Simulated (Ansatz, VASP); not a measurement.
# One calculation of TiAl, two programs

```
CELL_PARAMETERS angstrom
2.96173 0.00000 0.00000
-1.48087 2.56494 0.00000
0.00000 0.00000 4.43515
ATOMIC_POSITIONS crystal
Ti 0.00000 0.00000 0.00000
Al 0.33333 0.66667 0.50000
```

Change from the starting cell: strain +0.040 along x and y, -0.040 along z, atoms carried along.

Alike in both runs: task single point; functional PBEsol; k mesh 24 × 24 × 14; occupations gaussian, width 0.15 eV; no spin polarisation.

|  | VASP | Ansatz |
| --- | --- | --- |
| version | VASP 6.6.1 | Ansatz 0.2.0 |
| potentials or method | VASP PAW PBE potentials, release 64 (Ti_sv, Al), cutoff 520 eV | scalar-relativistic, plane waves, PAW |
| valence electrons in the cell | 15 | 15 |

VASP gave:

* gap on the k mesh at the Fermi level (eV): none
* pressure (GPa): -2.6
* traceless stress, the component that is largest in VASP (GPa): 5.77

Question: Which values does Ansatz return?

Answer: gap on the k mesh at the Fermi level (eV): none; pressure (GPa): -2.6; traceless stress, the component that is largest in VASP (GPa): 5.72.

VASP's potentials were made for PBE, not for PBEsol. A gap of «none» marks a metal or a gap that the smearing closes.
